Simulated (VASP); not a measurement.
Crystal: PbS.

```
Pb S
1.0
     2.05546   -5.81712    0.00000
     2.05546    5.81712    0.00000
     0.00000    0.00000    4.26841
Pb S
2 2
Direct
  0.87305 0.12695 0.75000
  0.12695 0.87305 0.25000
  0.64059 0.35941 0.75000
  0.35941 0.64059 0.25000
```

Base run:

* Program: VASP 6.6.1
* Functional: r2SCAN
* Potentials or basis: VASP PAW PBE potentials, release 64 (Pb_d, S)
* Cutoff: 550 eV
* k mesh: 8 × 8 × 6
* Occupations: gaussian, width 0.02 eV
* Spin: no spin polarisation

Its results: band gap on the k mesh 1.48 eV (least direct gap 1.63 eV); pressure 1.2 GPa; largest force 0.130 eV/Å.

**Question.** The run is repeated on the same cell with these changes: functional from r2SCAN to PBE; cutoff from 550 eV to 520 eV; dispersion from none to D3(BJ). What comes out?

**Answer.** Band gap on the k mesh 1.22 eV (least direct gap 1.28 eV); pressure -0.1 GPa; largest force 0.004 eV/Å.

Several settings changed at once.

Caveats: spin-orbit coupling is left out, which moves the levels of the heavy elements; the PAW data sets were made with another functional, which shifts forces and pressure a little (at least some runs).

A k mesh can miss the band edges.
